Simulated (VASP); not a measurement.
# SnO2 (Cassiterite) (P4_2/mnm) in VASP: settings compared

Aim: see how the results for SnO2 (Cassiterite) move with the level of theory and the settings. Levels: revPBE+D3(BJ), PBE. Tasks: relaxation of cell and atoms.

Everything below comes from runs of VASP 6.6.1. Logs are shortened: lines on timing, memory, paths and dates and some standing lists are left out, and cuts for length are marked.

## 1. The cell of the first run

The structure is tetragonal, space group P4_2/mnm (No. 136). Conventional cell: a = 4.738 Å, b = 4.738 Å, c = 3.187 Å, α = 90.00°, β = 90.00°, γ = 90.00°. Sn (site symmetry mmm) has 6 O at 2.05 to 2.06 Å within 2.7 Å. O (site symmetry m2m) has 3 Sn at 2.05 to 2.06 Å and 1 O at 2.59 Å within 2.7 Å.

## 2. Relaxation of cell and atoms, revPBE+D3(BJ)

INCAR reads:

```
SYSTEM = SnO2
PREC = Accurate
ENCUT = 600
EDIFF = 1E-6
ISMEAR = 0
SIGMA = 0.01
LREAL = .False.
LASPH = .True.
NELM = 80
ALGO = Normal
ISIF = 3
LWAVE = .False.
LCHARG = .False.
GGA = RE
IVDW = 12
IBRION = 2
NSW = 80
EDIFFG = -0.01
```

KPOINTS reads:

```
regular mesh
0
Gamma
  6 6 8
  0 0 0
```

POSCAR reads:

```
SnO2
1.0
    4.7380000000      0.0000000000      0.0000000000
    0.0000000000      4.7380000000      0.0000000000
    0.0000000000      0.0000000000      3.1865000000
Sn O
2 4
Direct
    0.0000000000      0.0000000000      0.0000000000
    0.5000000000      0.5000000000      0.5000000000
    0.3071000000      0.3071000000      0.0000000000
    0.1929000000      0.8071000000      0.5000000000
    0.6929000000      0.6929000000      0.0000000000
    0.8071000000      0.1929000000      0.5000000000
```

Potentials or basis: VASP PAW PBE potentials, release 64 (Sn_d, O).

On the command line:

```sh
$ cat potpaw_PBE.64/Sn_d/POTCAR potpaw_PBE.64/O/POTCAR > POTCAR
$ mpirun -np 1 vasp_std > vasp.out
```

OUTCAR:

```text
SYSTEM = SnO2
   PREC = Accurate
   ENCUT = 600
   EDIFF = 1E-6
   ISMEAR = 0
   LREAL = .False.
   LASPH = .True.
   NELM = 80
   ISIF = 3
   GGA = RE
   IVDW = 12
   IBRION = 2
   NSW = 80
   EDIFFG = -0.01
 IVDW          = 12

 ion  position               nearest neighbor table
   1  0.000  0.000  0.000-   4 2.05   6 2.05   4 2.05   6 2.05   5 2.06   3 2.06   2 3.71   2 3.71
                             2 3.71   2 3.71   2 3.71   2 3.71   2 3.71   2 3.71
   2  0.500  0.500  0.500-   3 2.05   5 2.05   3 2.05   5 2.05   4 2.06   6 2.06   1 3.71   1 3.71
                             1 3.71   1 3.71   1 3.71   1 3.71   1 3.71   1 3.71
   3  0.307  0.307  0.000-   2 2.05   2 2.05   1 2.06
   4  0.193  0.807  0.500-   1 2.05   1 2.05   2 2.06
   5  0.693  0.693  0.000-   2 2.05   2 2.05   1 2.06
   6  0.807  0.193  0.500-   1 2.05   1 2.05   2 2.06

  LATTYP: Found a simple tetragonal cell.
 ALAT       =     4.7380000000
 C/A-ratio  =     0.6725411566

  Lattice vectors:

 A1 = (   4.7380000000,   0.0000000000,   0.0000000000)
 A2 = (   0.0000000000,   4.7380000000,   0.0000000000)
 A3 = (   0.0000000000,   0.0000000000,   3.1865000000)

Analysis of symmetry for initial positions (statically):
=====================================================================
 Subroutine PRICEL returns:
 Original cell was already a primitive cell.

 Routine SETGRP: Setting up the symmetry group for a
 simple tetragonal supercell.

 Subroutine GETGRP returns: Found 16 space group operations
 (whereof  8 operations were pure point group operations)
 out of a pool of 16 trial point group operations.

The static configuration has the point symmetry D_2h.
 The point group associated with its full space group is D_4h.

Analysis of symmetry for dynamics (positions and initial velocities):
=====================================================================
 Subroutine PRICEL returns:
 Original cell was already a primitive cell.

 Routine SETGRP: Setting up the symmetry group for a
 simple tetragonal supercell.

 Subroutine GETGRP returns: Found 16 space group operations
 (whereof  8 operations were pure point group operations)
 out of a pool of 16 trial point group operations.

The dynamic configuration has the point symmetry D_2h.
 The point group associated with its full space group is D_4h.

 Subroutine INISYM returns: Found 16 space group operations
 (whereof  8 operations are pure point group operations),
 and found     1 'primitive' translations

----------------------------------------------------------------------------------------

                                     Primitive cell

  volume of cell :      71.5326

  direct lattice vectors                    reciprocal lattice vectors
     4.738000000  0.000000000  0.000000000     0.211059519  0.000000000  0.000000000
     0.000000000  4.738000000  0.000000000     0.000000000  0.211059519  0.000000000
     0.000000000  0.000000000  3.186500000     0.000000000  0.000000000  0.313823945

  length of vectors
     4.738000000  4.738000000  3.186500000     0.211059519  0.211059519  0.313823945

  position of ions in fractional coordinates (direct lattice)
     0.000000000  0.000000000  0.000000000
     0.500000000  0.500000000  0.500000000
     0.307100000  0.307100000  0.000000000
     0.192900000  0.807100000  0.500000000
     0.692900000  0.692900000  0.000000000
     0.807100000  0.192900000  0.500000000

  ion indices of the primitive-cell ions
   primitive index   ion index
                 1           1
                 2           2
                 3           3
                 4           4
                 5           5
                 6           6

----------------------------------------------------------------------------------------

 KPOINTS: regular mesh

Automatic generation of k-mesh.
 Grid dimensions read from file:
 generate k-points for:    6    6    8

 Generating k-lattice:

  Cartesian coordinates                     Fractional coordinates (reciprocal lattice)
     0.035176586  0.000000000  0.000000000     0.166666667  0.000000000  0.000000000
     0.000000000  0.035176586  0.000000000     0.000000000  0.166666667  0.000000000
     0.000000000  0.000000000  0.039227993     0.000000000  0.000000000  0.125000000

  Length of vectors
     0.035176586  0.035176586  0.039227993

  Shift w.r.t. Gamma in fractional coordinates (k-lattice)
     0.000000000  0.000000000  0.000000000

 Subroutine IBZKPT returns following result:
 ===========================================

 Found     50 irreducible k-points:

 Following reciprocal coordinates:
            Coordinates               Weight
  0.000000  0.000000  0.000000      1.000000
  0.166667  0.000000  0.000000      4.000000
  0.333333  0.000000  0.000000      4.000000
  0.500000  0.000000  0.000000      2.000000
  0.166667  0.166667  0.000000      4.000000
  0.333333  0.166667  0.000000      8.000000
[... 16 lines left out ...]
  0.333333  0.000000  0.250000      8.000000
  0.500000  0.000000  0.250000      4.000000
 [... further k-points ...]
   k-points           NKPTS =     50   k-points in BZ     NKDIM =     50   number of bands    NBANDS=     31
   number of dos      NEDOS =    301   number of ions     NIONS =      6
   total plane-waves  NPLWV =  44800
   dimension x,y,z NGX =    40 NGY =   40 NGZ =   28
   dimension x,y,z NGXF=    80 NGYF=   80 NGZF=   56
   ions per type =               2   4
   NGX,Y,Z   is equivalent  to a cutoff of  14.04, 14.04, 14.61 a.u.
   NGXF,Y,Z  is equivalent  to a cutoff of  28.07, 28.07, 29.22 a.u.
 SYSTEM =  SnO2
   PREC   = accura    normal or accurate (medium, high low for compatibility)
   ISTART =      0    job   : 0-new  1-cont  2-samecut
   ICHARG =      2    charge: 1-file 2-atom 10-const
   ISPIN  =      1    spin polarized calculation?
   LNONCOLLINEAR =      F non collinear calculations
   LSORBIT =      F    spin-orbit coupling
   LASPH  =      T    aspherical Exc in radial PAW
   ENCUT  =  600.0 eV  44.10 Ry    6.64 a.u.   9.46  9.46  6.36*2*pi/ulx,y,z
   NELM   =     80;   NELMIN=  2; NELMDL= -5     # of ELM steps
   EDIFF  = 0.1E-05   stopping-criterion for ELM
   LREAL  =      F    real-space projection
   EDIFFG = -.1E-01   stopping-criterion for IOM
   NSW    =     80    number of steps for IOM
   IBRION =      2    ionic relax: 0-MD 1-quasi-New 2-CG
   NFREE  =      1    steps in history (QN), initial steepest desc. (CG)
   ISIF   =      3    stress and relaxation
   ISYM   =      2    0-nonsym 1-usesym 2-fastsym
   POTIM  = 0.5000    time-step for ionic-motion
   TEBEG  =    0.0;   TEEND  =   0.0 temperature during run
   PSTRESS=    0.0 pullay stress
   NELECT =      52.0000    total number of electrons
   NUPDOWN=      -1.0000    fix difference up-down
   EMIN   =  10.00;   EMAX   =-10.00  energy-range for DOS
   EFERMI =   0.00;   METHOD = LEGACY
   ISMEAR =     0;   SIGMA  =   0.01  broadening in eV -4-tet -1-fermi 0-gaus
   EFERMI_NEDOS =   21; number of points for ismear=-14 and -15
   IALGO  =     38    algorithm
   IMIX   =      4    mixing-type and parameters
     AMIX     =   0.40;   BMIX     =  1.00
     AMIX_MAG =   1.60;   BMIX_MAG =  1.00
  volume/ion in A,a.u.               =      11.92        80.45
  Fermi-wavevector in a.u.,A,eV,Ry     =   1.472000  2.781677 29.480903  2.166785
  Thomas-Fermi vector in A             =   2.587068
   LORBIT       =      0    0 simple, 1 ext, 2 COOP (PROOUT), +10 PAW based schemes
   GGA     = RE    functional components
   LHFCALC =     F    Hartree Fock is set to
   AEXX    =    0.0000 exact exchange contribution
   IVDW    =    12    specifies the selected vdW correction
   LEPSILON=     F    determine dielectric tensor
   LRPA    =     F    only Hartree local field effects (RPA)
 conjugate gradient relaxation of ions
 non-spin polarized calculation
 Gauss-broadening in eV      SIGMA  =   0.01
  energy-cutoff  :      600.00
  volume of cell :       71.53
 maximum number of plane-waves:      2409
 NGX is ok and might be reduce to    40
   NGX = 19   NGY = 19   NGZ = 13

--------------------------------------- Ionic step        1  -------------------------------------------

 number of electron      52.0000000 magnetization

 Free energy of the ion-electron system (eV)
  ---------------------------------------------------
  ext. energy  EPLUGINS =         0.00000000
  ---------------------------------------------------
  free energy    TOTEN  =       -35.02944780 eV

  energy without entropy =      -35.02944780  energy(sigma->0) =      -35.02944780

------------------------ aborting loop because EDIFF is reached ----------------------------------------

 Edisp (eV)   -2.59058

 E8    (eV) :    -1.7299

  FORCE on cell =-STRESS in cart. coord.  units (eV):
  Direction    XX          YY          ZZ          XY          YZ          ZX
  --------------------------------------------------------------------------------------
  -------------------------------------------------------------------------------------
  Total       3.28211     3.28211     4.85165     0.00000     0.00000     0.00000
  in kB      73.51219    73.51219   108.66667     0.00000     0.00000     0.00000
  external pressure =       85.23 kB  Pullay stress =        0.00 kB
[... 157 lines left out ...]
  energy  without entropy=      -37.6995956310  energy(sigma->0) =      -37.69959563

--------------------------------------- Ionic step        5  -------------------------------------------

 number of electron      52.0000003 magnetization

 Free energy of the ion-electron system (eV)
  ---------------------------------------------------
  ext. energy  EPLUGINS =         0.00000000
  ---------------------------------------------------
  free energy    TOTEN  =       -35.21367537 eV

  energy without entropy =      -35.21367537  energy(sigma->0) =      -35.21367537

 E-fermi :   5.9093     XC(G=0): -10.8690

 val. band max:        5.8038396631   @ k =   0.0000   0.0000   0.0000
 cond. band min:       6.6600714184   @ k =   0.0000   0.0000   0.0000
 fundamental gap:      0.8562317553
 Fermi energy:         5.9092930837

 k-point     1 :       0.0000    0.0000    0.0000
  band No.  band energies     occupation
      1     -15.2911      2.00000
      2     -14.5759      2.00000
      3     -14.3917      2.00000
      4     -14.3595      2.00000
      5     -14.3595      2.00000
      6     -14.3066      2.00000
[... 805 lines left out ...]
     30      14.3851      0.00000
     31      15.0626      0.00000

 [... further k-points ...]

------------------------ aborting loop because EDIFF is reached ----------------------------------------

 Edisp (eV)   -2.48605

 E8    (eV) :    -1.6599

  FORCE on cell =-STRESS in cart. coord.  units (eV):
  Direction    XX          YY          ZZ          XY          YZ          ZX
  --------------------------------------------------------------------------------------
  -------------------------------------------------------------------------------------
  Total       0.04910     0.04910    -0.01045    -0.00000     0.00000     0.00000
  in kB       1.05764     1.05764    -0.22505    -0.00000     0.00000     0.00000
  external pressure =        0.63 kB  Pullay stress =        0.00 kB
[... 21 lines left out ...]
  FREE ENERGIE OF THE ION-ELECTRON SYSTEM (eV)
  ---------------------------------------------------
  free  energy   TOTEN  =       -37.6997224919 eV

  energy  without entropy=      -37.6997224919  energy(sigma->0) =      -37.69972249

 reached required accuracy - stopping structural energy minimisation
```

It took 5.2 min on 1 thread of Intel Xeon Platinum 8375C at 2.90GHz (Ice Lake), shared host; peak memory 0.29 GiB.

What came out:

| Property | Result |
| --- | --- |
| Free energy | -37.6997 eV |
| Relaxed volume | 12.40 Å³/atom |
| Relaxed cell | a = 4.794 Å, b = 4.794 Å, c = 3.237 Å, α = 90.00°, β = 90.00°, γ = 90.00° |
| Space group after relaxing (to 0.05 Å) | P4_2/mnm (No. 136) |
| Energy gained by relaxing | 13.3 meV/atom |
| Ionic steps | 5 |
| Pressure after relaxing | 0.1 GPa |
| Largest force after relaxing | 0.006 eV/Å |
| Band gap on the k mesh | 0.86 eV, direct |
| Dispersion energy per atom | -0.414 eV |

Forces in eV/Å, atoms in the order of the input:
```
Sn   0.000  0.000  0.000
Sn   0.000  0.000  0.000
O   -0.004 -0.004  0.000
O    0.004 -0.004  0.000
O    0.004  0.004  0.000
O   -0.004  0.004  0.000
```

The path:
```tsv
step	energy change (eV)	largest force (eV/Å)	pressure (GPa)	volume (Å³)
1	0.0000	0.3327	8.52	71.53
2	0.0446	0.3121	-8.75	78.30
3	-0.0796	0.0004	-0.07	74.41
4	-0.0796	0.0057	0.10	74.35
5	-0.0797	0.0058	0.06	74.38
```

Final structure:
```
Sn O
1.0
     4.79373    0.00000    0.00000
     0.00000    4.79373    0.00000
     0.00000    0.00000    3.23665
Sn O
2 4
Direct
  0.00000 0.00000 0.00000
  0.50000 0.50000 0.50000
  0.30603 0.30603 0.00000
  0.19397 0.80603 0.50000
  0.69397 0.69397 0.00000
  0.80603 0.19397 0.50000
```

Caveat: the PAW data sets were made with another functional, which shifts forces and pressure a little; spin-orbit coupling is left out, which moves the levels of the heavy elements. Zero-point motion and thermal expansion aren't in these numbers.

## 3. Relaxation of cell and atoms, PBE

INCAR reads:

```
PREC = Accurate ; ENCUT = 600
EDIFF = 1E-6 ; ISMEAR = 0
SIGMA = 0.01 ; LREAL = F
LASPH = T ; NELM = 80
ALGO = Normal ; ISIF = 3
LWAVE = F ; LCHARG = F
GGA = PE ; IBRION = 2
NSW = 80 ; EDIFFG = -0.01
```

KPOINTS reads:

```
regular mesh
0
Gamma
  6 6 8
```

POSCAR is that of step 2.

Potentials or basis: VASP PAW PBE potentials, release 64 (Sn_d, O).

On the command line:

```sh
$ cat potpaw_PBE.64/Sn_d/POTCAR potpaw_PBE.64/O/POTCAR > POTCAR
$ mpirun -np 1 vasp_std > vasp.out
```

Wall time 7.3 min (1 thread of Intel Xeon Platinum 8375C at 2.90GHz (Ice Lake), shared host); peak memory 0.28 GiB.

It converged, with:

- Free energy: -37.3118 eV
- Relaxed volume: 12.61 Å³/atom
- Relaxed cell: a = 4.830 Å, b = 4.830 Å, c = 3.243 Å, α = 90.00°, β = 90.00°, γ = 90.00°
- Space group after relaxing (to 0.05 Å): P4_2/mnm (No. 136)
- Energy gained by relaxing: 23.7 meV/atom
- Ionic steps: 8
- Pressure after relaxing: 0.0 GPa
- Largest force after relaxing: 0.004 eV/Å
- Band gap on the k mesh: 0.64 eV, direct

Forces on the atoms (eV/Å):
```
Sn   0.000  0.000  0.000
Sn   0.000  0.000  0.000
O   -0.003 -0.003  0.000
O    0.003 -0.003  0.000
O    0.003  0.003  0.000
O   -0.003  0.003  0.000
```

The path:
| step | energy change (eV) | largest force (eV/Å) | pressure (GPa) | volume (Å³) |
| --- | --- | --- | --- | --- |
| 1 | 0.0000 | 0.2935 | 11.61 | 71.53 |
| 2 | 0.0636 | 0.3605 | -10.52 | 80.85 |
| 3 | -0.1403 | 0.0638 | 0.00 | 75.51 |
| 4 | -0.1403 | 0.0579 | 0.21 | 75.43 |
| 5 | -0.1420 | 0.0032 | 0.10 | 75.57 |
| 6 | -0.1421 | 0.0194 | 0.06 | 75.63 |
| 7 | -0.1422 | 0.0006 | -0.12 | 75.68 |
| 8 | -0.1422 | 0.0043 | -0.04 | 75.67 |

Final structure:
```
CELL_PARAMETERS angstrom
4.83034 0.00000 0.00000
0.00000 4.83034 0.00000
0.00000 0.00000 3.24328
ATOMIC_POSITIONS crystal
Sn 0.00000 0.00000 0.00000
Sn 0.50000 0.50000 0.50000
O 0.30658 0.30658 0.00000
O 0.19342 0.80658 0.50000
O 0.69342 0.69342 0.00000
O 0.80658 0.19342 0.50000
```

Levels at points of the mesh, in eV from the valence-band top:
| k point | band 22 | band 23 | band 24 | band 25 | band 26 | band 27 | band 28 | band 29 | band 30 | band 31 |
| --- | --- | --- | --- | --- | --- | --- | --- | --- | --- | --- |
| (0.00, 0.00, 0.00) | -1.26 | -1.26 | -0.74 | -0.74 | 0.00 | 0.64 | 5.65 | 6.04 | 6.04 | 10.08 |
| (0.50, 0.00, 0.00) | -1.89 | -1.21 | -1.21 | -0.60 | -0.60 | 3.85 | 3.85 | 6.78 | 6.78 | 10.38 |
| (0.50, 0.50, 0.00) | -1.87 | -1.33 | -1.33 | -0.85 | -0.85 | 4.24 | 4.24 | 7.13 | 7.13 | 10.46 |
| (0.00, 0.00, 0.50) | -2.57 | -1.52 | -1.52 | -1.18 | -1.18 | 5.55 | 5.55 | 9.34 | 9.34 | 10.27 |
| (0.50, 0.00, 0.50) | -1.66 | -1.01 | -1.01 | -0.75 | -0.75 | 5.81 | 5.81 | 7.59 | 7.59 | 10.54 |
| (0.50, 0.50, 0.50) | -2.43 | -0.91 | -0.91 | -0.78 | -0.78 | 4.32 | 4.32 | 8.60 | 8.60 | 10.53 |

Caveat: spin-orbit coupling is left out, which moves the levels of the heavy elements.
